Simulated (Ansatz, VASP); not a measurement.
## AlNi3: VASP beside Ansatz

```
Al Ni
1.0
     0.00000    2.80189    2.80189
     2.80189    0.00000    2.80189
     2.80189    2.80189    0.00000
Al Ni
1 3
Direct
  0.50000 0.50000 0.50000
  0.25000 0.25000 0.25000
  0.00000 0.00000 0.00000
  0.75000 0.75000 0.75000
```

Alike in both runs: task single point; functional PBEsol; k mesh 7 × 7 × 7; occupations gaussian, width 0.2 eV; no spin polarisation.

|  | VASP | Ansatz |
| --- | --- | --- |
| version | VASP 6.6.1 | Ansatz 0.2.0 |
| potentials or method | VASP PAW PBE potentials, release 64 (Al, Ni), cutoff 520 eV | scalar-relativistic, plane waves, PAW |
| valence electrons in the cell | 33 | 57 |

Ansatz gave:

```
gap on the k mesh at the Fermi level (eV) : none
pressure (GPa)                            : -0.6
```

Estimate VASP's values.

gap on the k mesh at the Fermi level (eV): none; pressure (GPa): -0.5.

VASP's potentials were made for PBE, not for PBEsol. A gap of «none» marks a metal or a gap that the smearing closes. VASP's potentials hold 33 valence electrons a cell and Ansatz's 57, so a difference there can come from the potentials and not from the codes.
